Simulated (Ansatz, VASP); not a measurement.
# La: VASP beside Ansatz

The input INCAR:

```
PREC = Accurate ; ENCUT = 600
EDIFF = 1E-7 ; ISMEAR = -1
SIGMA = 0.05 ; LREAL = F
LASPH = T ; NELM = 60
ALGO = Normal ; ISIF = 3
LWAVE = F ; LCHARG = F
GGA = PE ; IBRION = 2
NSW = 100 ; EDIFFG = -0.005
```

KPOINTS

```
Automatic mesh
0
Gamma
  12 12 7
```

File POSCAR:

```
La
1.0
    3.4513664195      0.0000000000      0.0000000000
   -1.7256832097      2.9889709970      0.0000000000
    0.0000000000      0.0000000000      5.5912135996
La
2
Direct
    0.3333333333      0.6666666667      0.2500000000
    0.6666666667      0.3333333333      0.7500000000
```

Input for Ansatz:

```yaml
crystal:
  lattice:
    - [3.4513664195, 0.0, 0.0]
    - [-1.7256832097, 2.988970997, 0.0]
    - [0.0, 0.0, 5.5912135996]
  atoms:
    - { symbol: La, position: [0.3333333333, 0.6666666667, 0.25] }
    - { symbol: La, position: [0.6666666667, 0.3333333333, 0.75] }
kpoints:
  mp_grid: { grid: [12, 12, 7] }
scf:
  occupations: { method: fermi_dirac, width: 0.05 }
hamiltonian:
  xc: pbe
  pseudopotentials: { kind: paw }
output:
  forces: true
  stress: true
  write_density: true
  write_potential: true
  elf: true
  volumetric_format: npy
relax:
  f_tol: 0.005
  max_steps: 80
  cell: {}
```

Alike in both runs: task relaxation of cell and atoms; functional PBE; k mesh 12 × 12 × 7; occupations fermi-dirac, width 0.05 eV; no spin polarisation.

|  | VASP | Ansatz |
| --- | --- | --- |
| version | VASP 6.6.1 | Ansatz 0.2.0 |
| potentials or method | VASP PAW PBE potentials, release 64 (La) | PAW with Ansatz's default frozen-core files, scalar-relativistic |
| plane-wave cutoff (eV) | 600 | 420 |
| valence electrons in the cell | 22 | 22 |

```csv
,VASP,Ansatz,Ansatz less VASP
relaxed volume (Å³/atom),37.74,37.65,-0.089
relaxed length of the cell vector where the two differ most in proportion (Å),6.083,6.076,-0.0065
```

Neither program's run includes spin-orbit coupling. Noted on VASP's run: the volume moved by over 15 % at a fixed basis, so the end points are rough.
